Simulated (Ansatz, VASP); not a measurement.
# Al3B2P5 in VASP and in Ansatz

```
Al B P
1.0
    -1.78613    1.78613   13.29378
     1.78613   -1.78613   13.29378
     1.78613    1.78613  -13.29378
Al B P
3 2 5
Direct
  0.50000 0.50000 0.00000
  0.69453 0.69453 0.00000
  0.30547 0.30547 0.00000
  0.90285 0.90285 0.00000
  0.09715 0.09715 0.00000
  0.44346 0.94346 0.50000
  0.05654 0.55654 0.50000
  0.63785 0.13785 0.50000
  0.25000 0.75000 0.50000
  0.86215 0.36215 0.50000
```

Alike in both runs: functional PBE; k mesh 6 × 6 × 6; occupations gaussian, width 0.1 eV; no spin polarisation.

Ansatz relaxed the structure, and its values are those at the end. VASP's run is a single point on that final structure, the one shown.

```csv
,VASP,Ansatz
version,VASP 6.6.1,Ansatz 0.2.0
potentials or method,"VASP PAW PBE potentials, release 64 (Al, B, P), cutoff 520 eV","scalar-relativistic, plane waves, PAW"
valence electrons in the cell,40,40
```

```csv
,VASP,Ansatz,Ansatz less VASP
gap on the k mesh at the Fermi level (eV),0.82,0.83,+0.002
least direct gap on the mesh (eV),0.88,0.88,+0.003
pressure (GPa),0.0,0.1,+0.13
rms of the force components (eV/Å),0.008,0.008,+0.0006
```

The functional is the same, so the differences come from potentials, cutoffs and numerics.
